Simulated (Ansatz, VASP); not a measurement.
# Lu3AlAs4 in VASP and in Ansatz

```
Al As Lu
1.0
     5.64470    0.00000    0.00000
     0.00000    5.64470    0.00000
     0.00000    0.00000    5.64470
Al As Lu
1 4 3
Direct
  0.00000 0.00000 0.00000
  0.50000 0.50000 0.50000
  0.00000 0.00000 0.50000
  0.00000 0.50000 0.00000
  0.50000 0.00000 0.00000
  0.50000 0.50000 0.00000
  0.50000 0.00000 0.50000
  0.00000 0.50000 0.50000
```

Alike in both runs: task single point; functional PBE; k mesh 4 × 4 × 4; occupations fermi-dirac, width 0.02 eV; no spin polarisation.

|  | VASP | Ansatz |
| --- | --- | --- |
| version | VASP 6.6.1 | Ansatz 0.2.0 |
| potentials or method | VASP PAW PBE potentials, release 64 (Al, As, Lu) | plane waves, PAW |
| plane-wave cutoff (eV) | 520 | 420 |
| valence electrons in the cell | 98 | 138 |

```tsv
	VASP	Ansatz	Ansatz less VASP
pressure (GPa)	0.2	0.0	-0.27
```

VASP's potentials hold 98 valence electrons a cell and Ansatz's 138, so a difference there can come from the potentials and not from the codes.

Spin-orbit coupling is off throughout.
